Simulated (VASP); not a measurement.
# Ag in VASP: notebook

Ag is run at these levels: PBE; tasks: single point.

All numbers are computed with VASP 6.6.1; they aren't measurements. Logs are shortened: lines on timing, memory, paths and dates and some standing lists are left out, and cuts for length are marked.

### 1 The cell of the first run

The cell holds a slab with vacuum, 3 atoms: a = 2.932 Å, b = 2.932 Å, c = 20.788 Å, α = 90.00°, β = 90.00°, γ = 120.00°.

### 2 Single point, PBE

INCAR

```
PREC     = Accurate       # precision mode
ENCUT    = 520            # plane-wave cutoff, eV
EDIFF    = 1E-6           # SCF threshold, eV
ISMEAR   = -1             # smearing method
SIGMA    = 0.05           # smearing width, eV
LREAL    = F              # projectors in reciprocal space
LASPH    = T              # aspherical terms in the spheres
NELM     = 100            # most SCF steps
ALGO     = Normal         # electronic algorithm
ISIF     = 2              # what is computed and relaxed
LWAVE    = F              # write WAVECAR
LCHARG   = F              # write CHGCAR
LDIPOL   = T            
IDIPOL   = 3            
DIPOL    = 0.5 0.5 0.500
GGA      = PE             # functional
NBANDS   = 24             # bands
```

KPOINTS

```
regular mesh
0
Gamma
  14 14 1
```

POSCAR

```
Ag
1.0
    2.9322829450      0.0000000000      0.0000000000
   -1.4661414725      2.5394315215      0.0000000000
    0.0000000000      0.0000000000     20.7884000000
Ag
3
Direct
    0.1666666665      0.3333333335      0.3848300496
    0.5000000005      0.9999999995      0.4999999997
    0.8333333335      0.6666666665      0.6151699504
```

Potentials or basis: VASP PAW PBE potentials, release 64 (Ag).

The run is started by

```sh
> cat potpaw_PBE.64/Ag/POTCAR > POTCAR
> mpirun -np 1 vasp_std > vasp.out
```

OUTCAR:

```text
PREC = Accurate
   ENCUT = 520
   EDIFF = 1E-6
   ISMEAR = -1
   LREAL = F
   LASPH = T
   NELM = 100
   ISIF = 2
   GGA = PE

 ion  position               nearest neighbor table
   1  0.167  0.333  0.385-   2 2.93   2 2.93   2 2.93
   2  0.500  1.000  0.500-   1 2.93   1 2.93   1 2.93   3 2.93   3 2.93   3 2.93
   3  0.833  0.667  0.615-   2 2.93   2 2.93   2 2.93

  LATTYP: Found a hexagonal cell.
 ALAT       =     2.9322829450
 C/A-ratio  =     7.0894932003

  Lattice vectors:

 A1 = (   2.9322829450,   0.0000000000,   0.0000000000)
 A2 = (  -1.4661414725,   2.5394315215,   0.0000000000)
 A3 = (   0.0000000000,   0.0000000000,  20.7884000000)

Analysis of symmetry for initial positions (statically):
=====================================================================
 Subroutine PRICEL returns:
 Original cell was already a primitive cell.

 Routine SETGRP: Setting up the symmetry group for a
 hexagonal supercell.

 Subroutine GETGRP returns: Found 12 space group operations
 (whereof  4 operations were pure point group operations)
 out of a pool of 24 trial point group operations.

The static configuration has the point symmetry C_2h.
 The point group associated with its full space group is D_3d.

Analysis of symmetry for dynamics (positions and initial velocities):
=====================================================================
 Subroutine PRICEL returns:
 Original cell was already a primitive cell.

 Routine SETGRP: Setting up the symmetry group for a
 hexagonal supercell.

 Subroutine GETGRP returns: Found 12 space group operations
 (whereof  4 operations were pure point group operations)
 out of a pool of 24 trial point group operations.

The dynamic configuration has the point symmetry C_2h.
 The point group associated with its full space group is D_3d.

 Subroutine INISYM returns: Found 12 space group operations
 (whereof  4 operations are pure point group operations),
 and found     1 'primitive' translations

----------------------------------------------------------------------------------------

                                     Primitive cell

  volume of cell :     154.7973

  direct lattice vectors                    reciprocal lattice vectors
     2.932282945  0.000000000  0.000000000     0.341031210  0.196894461  0.000000000
    -1.466141472  2.539431522  0.000000000     0.000000000  0.393788921  0.000000000
     0.000000000  0.000000000 20.788400000     0.000000000  0.000000000  0.048103750

  length of vectors
     2.932282945  2.932282945 20.788400000     0.393788921  0.393788921  0.048103750

  position of ions in fractional coordinates (direct lattice)
     0.166666666  0.333333334  0.384830050
     0.500000001  0.999999999  0.500000000
     0.833333334  0.666666666  0.615169950

  ion indices of the primitive-cell ions
   primitive index   ion index
                 1           1
                 2           2
                 3           3

----------------------------------------------------------------------------------------

 KPOINTS: regular mesh

Automatic generation of k-mesh.
 Grid dimensions read from file:
 generate k-points for:   14   14    1

 Generating k-lattice:

  Cartesian coordinates                     Fractional coordinates (reciprocal lattice)
     0.024359372  0.014063890  0.000000000     0.071428571  0.000000000  0.000000000
     0.000000000  0.028127780  0.000000000     0.000000000  0.071428571  0.000000000
     0.000000000  0.000000000  0.048103750     0.000000000  0.000000000  1.000000000

  Length of vectors
     0.028127780  0.028127780  0.048103750

  Shift w.r.t. Gamma in fractional coordinates (k-lattice)
     0.000000000  0.000000000  0.000000000

 Subroutine IBZKPT returns following result:
 ===========================================

 Found     24 irreducible k-points:

 Following reciprocal coordinates:
            Coordinates               Weight
  0.000000  0.000000  0.000000      1.000000
  0.071429  0.000000  0.000000      6.000000
  0.142857  0.000000  0.000000      6.000000
  0.214286  0.000000  0.000000      6.000000
  0.285714  0.000000  0.000000      6.000000
  0.357143  0.000000  0.000000      6.000000
[... 16 lines left out ...]
  0.285714  0.285714  0.000000      6.000000
  0.357143  0.285714  0.000000      6.000000
   k-points           NKPTS =     24   k-points in BZ     NKDIM =     24   number of bands    NBANDS=     24
   number of dos      NEDOS =    301   number of ions     NIONS =      3
   total plane-waves  NPLWV =  92160
   dimension x,y,z NGX =    24 NGY =   24 NGZ =  160
   dimension x,y,z NGXF=    48 NGYF=   48 NGZF=  320
   ions per type =               3
   NGX,Y,Z   is equivalent  to a cutoff of  13.61, 13.61, 12.80 a.u.
   NGXF,Y,Z  is equivalent  to a cutoff of  27.21, 27.21, 25.59 a.u.
 SYSTEM =  unknown system
   PREC   = accura    normal or accurate (medium, high low for compatibility)
   ISTART =      0    job   : 0-new  1-cont  2-samecut
   ICHARG =      2    charge: 1-file 2-atom 10-const
   ISPIN  =      1    spin polarized calculation?
   LNONCOLLINEAR =      F non collinear calculations
   LSORBIT =      F    spin-orbit coupling
   LASPH  =      T    aspherical Exc in radial PAW
   ENCUT  =  520.0 eV  38.22 Ry    6.18 a.u.   5.45  5.45 38.65*2*pi/ulx,y,z
   NELM   =    100;   NELMIN=  2; NELMDL= -5     # of ELM steps
   EDIFF  = 0.1E-05   stopping-criterion for ELM
   LREAL  =      F    real-space projection
   EDIFFG = 0.1E-04   stopping-criterion for IOM
   NSW    =      0    number of steps for IOM
   IBRION =     -1    ionic relax: 0-MD 1-quasi-New 2-CG
   NFREE  =      0    steps in history (QN), initial steepest desc. (CG)
   ISIF   =      2    stress and relaxation
   ISYM   =      2    0-nonsym 1-usesym 2-fastsym
   POTIM  = 0.5000    time-step for ionic-motion
   TEBEG  =    0.0;   TEEND  =   0.0 temperature during run
   PSTRESS=    0.0 pullay stress
   NELECT =      33.0000    total number of electrons
   NUPDOWN=      -1.0000    fix difference up-down
   EMIN   =  10.00;   EMAX   =-10.00  energy-range for DOS
   EFERMI =   0.00;   METHOD = LEGACY
   ISMEAR =    -1;   SIGMA  =   0.05  broadening in eV -4-tet -1-fermi 0-gaus
   EFERMI_NEDOS =   21; number of points for ismear=-14 and -15
   IALGO  =     38    algorithm
   IMIX   =      4    mixing-type and parameters
     AMIX     =   0.40;   BMIX     =  1.00
     AMIX_MAG =   1.60;   BMIX_MAG =  1.00
  volume/ion in A,a.u.               =      51.60       348.21
  Fermi-wavevector in a.u.,A,eV,Ry     =   0.977969  1.848093 13.012924  0.956423
  Thomas-Fermi vector in A             =   2.108708
   LORBIT       =      0    0 simple, 1 ext, 2 COOP (PROOUT), +10 PAW based schemes
   GGA     = PE    functional components
   LHFCALC =     F    Hartree Fock is set to
   AEXX    =    0.0000 exact exchange contribution
   IVDW    =     0    specifies the selected vdW correction
   LEPSILON=     F    determine dielectric tensor
   LRPA    =     F    only Hartree local field effects (RPA)
 non-spin polarized calculation
  energy-cutoff  :      520.00
  volume of cell :      154.80
 maximum number of plane-waves:      4241
 NGX is ok and might be reduce to    24
   NGX = 11   NGY = 11   NGZ = 77

 dipolmoment           0.000000      0.000000     -0.000000 electrons x Angstroem

 number of electron      33.0000015 magnetization

 dipolmoment           0.000000      0.000000      0.000000 electrons x Angstroem

 Free energy of the ion-electron system (eV)
  ---------------------------------------------------
  ext. energy  EPLUGINS =         0.00000000
  ---------------------------------------------------
  free energy    TOTEN  =        -7.44258318 eV

  energy without entropy =       -7.42833594  energy(sigma->0) =       -7.43545956

 E-fermi :  -0.2904     XC(G=0):  -4.9211

 val. band max:       -0.3189684386   @ k =   0.3571   0.1429   0.0000
 cond. band min:      -0.2757813911   @ k =   0.3571   0.0714   0.0000
 fundamental gap:      0.0431870474
 Fermi energy:        -0.2903737435

 k-point     1 :       0.0000    0.0000    0.0000
  band No.  band energies     occupation
      1      -7.0889      2.00000
      2      -6.1597      2.00000
      3      -6.0230      2.00000
      4      -4.8287      2.00000
      5      -4.8179      2.00000
      6      -4.8179      2.00000
[... 16 lines left out ...]
     23       6.6134      0.00000
     24       6.7385      0.00000

 k-point     2 :       0.0714    0.0000    0.0000
  band No.  band energies     occupation
      1      -6.9554      2.00000
      2      -6.0729      2.00000
      3      -5.9064      2.00000
      4      -4.8657      2.00000
      5      -4.8238      2.00000
      6      -4.7537      2.00000
[... 16 lines left out ...]
     23       6.7325      0.00000
     24       6.8426      0.00000

 k-point     3 :       0.1429    0.0000    0.0000
  band No.  band energies     occupation
      1      -6.5859      2.00000
      2      -5.8570      2.00000
      3      -5.6107      2.00000
      4      -4.9869      2.00000
      5      -4.9013      2.00000
      6      -4.7867      2.00000
[... 16 lines left out ...]
     23       7.0889      0.00000
     24       7.1589      0.00000
[... 514 lines left out ...]
 k-point    23 :       0.2857    0.2857    0.0000
  band No.  band energies     occupation
      1      -5.6180      2.00000
      2      -5.4832      2.00000
      3      -5.3283      2.00000
      4      -5.2594      2.00000
      5      -4.9169      2.00000
      6      -4.7702      2.00000
[... 16 lines left out ...]
     23       7.3727      0.00000
     24       8.6604      0.00000

 k-point    24 :       0.3571    0.2857    0.0000
  band No.  band energies     occupation
      1      -5.5754      2.00000
      2      -5.4246      2.00000
      3      -5.3692      2.00000
      4      -5.2546      2.00000
      5      -4.9218      2.00000
      6      -4.6929      2.00000
[... 16 lines left out ...]
     23       6.6092      0.00000
     24       8.2322      0.00000

------------------------ aborting loop because EDIFF is reached ----------------------------------------

 vacuum level on the upper side and lower side of the slab       (xc-potential included)        -0.164        -0.164

  FORCE on cell =-STRESS in cart. coord.  units (eV):
  Direction    XX          YY          ZZ          XY          YZ          ZX
  --------------------------------------------------------------------------------------
  -------------------------------------------------------------------------------------
  Total       -0.9057441     -0.9057441     -0.2405115     -0.0000000     -0.0000000     -0.0000000
  in kB       -9.3745977     -9.3745977     -2.4893328     -0.0000000     -0.0000000     -0.0000000
  external PRESSURE =      -7.0795094 kB  Pullay stress =       0.0000000 kB

 VOLUME and BASIS-vectors are now :
 -----------------------------------------------------------------------------
  energy-cutoff  :      520.00
  volume of cell :      154.80
      direct lattice vectors                 reciprocal lattice vectors
     2.932282945  0.000000000  0.000000000     0.341031210  0.196894461  0.000000000
    -1.466141472  2.539431522  0.000000000     0.000000000  0.393788921  0.000000000
     0.000000000  0.000000000 20.788400000     0.000000000  0.000000000  0.048103750

 POSITION                                       TOTAL-FORCE (eV/Angst)
 -----------------------------------------------------------------------------------
     -0.00000      0.84648      8.00000        -0.000000      0.000000      0.044814
      0.00000      2.53943     10.39420         0.000000      0.000000      0.000000
      1.46614      1.69295     12.78840        -0.000000     -0.000000     -0.044814
 -----------------------------------------------------------------------------------
    total drift:                               -0.000000      0.000000      0.000006

  FREE ENERGIE OF THE ION-ELECTRON SYSTEM (eV)
  ---------------------------------------------------
  free  energy   TOTEN  =        -7.4425831781 eV

  energy  without entropy=       -7.4283359350  energy(sigma->0) =       -7.43545956

 vacuum level on the upper side and lower side of the slab         4.195         4.195
```

Wall time 56 s (1 thread of Intel Xeon 6975P-C (Granite Rapids), shared host); peak memory 0.29 GiB.

Results:

| Property | Result |
| --- | --- |
| Free energy | -7.4426 eV |
| Largest force | 0.045 eV/Å |

Forces on the atoms (eV/Å):
```
Ag   0.000  0.000  0.045
Ag   0.000  0.000  0.000
Ag   0.000  0.000 -0.045
```

### 3 Single point, PBE

INCAR

```
  PREC = Accurate
  ENCUT = 520
  EDIFF = 1E-6
  ISMEAR = -1
  SIGMA = 0.05
  LREAL = False
  LASPH = True
  NELM = 60
  ALGO = Normal
  ISIF = 2
  LWAVE = False
  LCHARG = False
  LDIPOL = True
  IDIPOL = 3
  DIPOL = 0.5 0.5 0.500
  GGA = PE
  NBANDS = 24
```

KPOINTS

```
Automatic mesh
0
Gamma
  14 14 1
```

POSCAR

```
Ag
1.0
    2.9322829450      0.0000000000      0.0000000000
   -1.4661414725      2.5394315215      0.0000000000
    0.0000000000      0.0000000000     20.7884000000
Ag
3
Direct
    0.1666666667      0.3333333333      0.3856487930
    0.5000000000      1.0000000000      0.5000000001
    0.8333333333      0.6666666667      0.6143512066
```

Potentials or basis: VASP PAW PBE potentials, release 64 (Ag).

The run is started by

```sh
> cat potpaw_PBE.64/Ag/POTCAR > POTCAR
> mpirun -np 1 vasp_std > vasp.out
```

It took 59 s on 1 thread of Intel Xeon 6975P-C (Granite Rapids), shared host; peak memory 0.3 GiB.

It converged, with:

* Free energy: -7.4434 eV
* Largest force: 0.003 eV/Å

Forces on the atoms (eV/Å):
```
Ag   0.000  0.000  0.003
Ag   0.000  0.000  0.000
Ag   0.000  0.000 -0.003
```

Levels at points of the mesh, in eV from the Fermi level:
```
           k point  band 15  band 16  band 17  band 18  band 19  band 20
(0.00, 0.00, 0.00)    -3.27    -2.95    -2.95    -1.22     0.56     4.10
(0.50, 0.00, 0.00)    -2.62     0.44     1.31     1.71     4.02     4.84
```

### 4 Single point, PBE

INCAR

```
SYSTEM = Ag
PREC = Accurate
ENCUT = 520
EDIFF = 1E-6
ISMEAR = -1
SIGMA = 0.05
LREAL = .False.
LASPH = .True.
NELM = 100
ALGO = Normal
ISIF = 2
LWAVE = .False.
LCHARG = .False.
LDIPOL = .True.
IDIPOL = 3
DIPOL = 0.5 0.5 0.500
GGA = PE
NBANDS = 24
```

KPOINTS

```
Automatic mesh
0
Gamma
  14 14 1
  0 0 0
```

POSCAR is that of step 3.

The run is started by

```sh
> cat potpaw_PBE.64/Ag/POTCAR > POTCAR
> mpirun -np 1 vasp_std > vasp.out
```

Wall time 66 s (1 thread of Intel Xeon 6975P-C (Granite Rapids), shared host); peak memory 0.3 GiB.

It converged, with:

- Free energy: -7.4434 eV
- Largest force: 0.003 eV/Å

Forces in eV/Å, atoms in the order of the input:
```
Ag   0.000  0.000  0.003
Ag   0.000  0.000  0.000
Ag   0.000  0.000 -0.003
```

Levels at points of the mesh, in eV from the Fermi level:
| k point | band 13 | band 14 | band 15 | band 16 | band 17 | band 18 | band 19 | band 20 | band 21 | band 22 |
| --- | --- | --- | --- | --- | --- | --- | --- | --- | --- | --- |
| (0.00, 0.00, 0.00) | -3.58 | -3.27 | -3.27 | -2.95 | -2.95 | -1.22 | 0.56 | 4.10 | 4.63 | 5.14 |
| (0.50, 0.00, 0.00) | -2.87 | -2.64 | -2.62 | 0.44 | 1.31 | 1.71 | 4.02 | 4.84 | 5.61 | 8.03 |
